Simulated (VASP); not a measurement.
Write the native input for VASP 6.6.1 that does the following.

```yaml
Task: relaxation of volume and atoms at fixed shape
Functional: LDA
Potentials_or_basis: VASP PAW LDA potentials, release 64 (Zn)
Cutoff: 600 eV
k_mesh: 19 × 19 × 9
Occupations: gaussian, width 0.1 eV
Spin: no spin polarisation
Dipole_correction: no
Further_INCAR_settings: ALGO = Normal; EDIFF = 1e-06; IBRION = 2; EDIFFG = -0.03; NSW = 80; ISIF = 8
```

The structure of Zn lies in POSCAR:

```
Zn
1.0
    2.6700000000      0.0000000000      0.0000000000
   -1.3350000000      2.3122878281      0.0000000000
    0.0000000000      0.0000000000      4.9660000000
Zn
2
Direct
    0.3333333333      0.6666666667      0.2500000000
    0.6666666667      0.3333333333      0.7500000000
```

One way to write it, as run:

INCAR

```
ALGO     = Normal         # electronic algorithm
EDIFF    = 1E-6           # SCF threshold, eV
EDIFFG   = -0.03          # ionic threshold
ENCUT    = 600            # plane-wave cutoff, eV
GGA      = CA             # functional
IBRION   = 2              # ionic algorithm
ISIF     = 8              # what is computed and relaxed
ISMEAR   = 0              # smearing method
LASPH    = True           # aspherical terms in the spheres
LCHARG   = False          # write CHGCAR
LREAL    = False          # projectors in reciprocal space
LWAVE    = False          # write WAVECAR
NELM     = 80             # most SCF steps
NSW      = 80             # ionic steps
PREC     = Accurate       # precision mode
SIGMA    = 0.1            # smearing width, eV
```

KPOINTS

```
k-points
0
Gamma
  19 19 9
```

Potentials or basis: VASP PAW LDA potentials, release 64 (Zn).

Run with:

```bash
$ cat potpaw_LDA.64/Zn/POTCAR > POTCAR
$ mpirun -np 1 vasp_std > vasp.out
```

It gave:

```json
{"Relaxed volume": "13.67 Å³/atom", "Relaxed cell": "a = 2.570 Å, b = 2.570 Å, c = 4.780 Å, α = 90.00°, β = 90.00°, γ = 120.00°", "Space group after relaxing (to 0.1 Å)": "P6_3/mmc (No. 194)", "Energy gained by relaxing": "51.7 meV/atom", "Ionic steps": "3", "Pressure after relaxing": "0.0 GPa", "Band gap on the k mesh": "zero (bands 12 and 13 overlap by 4.76 eV)"}
```

It took 3.6 min on 1 thread of Intel(R) Xeon(R) Platinum 8488C (Sapphire Rapids) (shared host), peak memory 0.23 GiB.
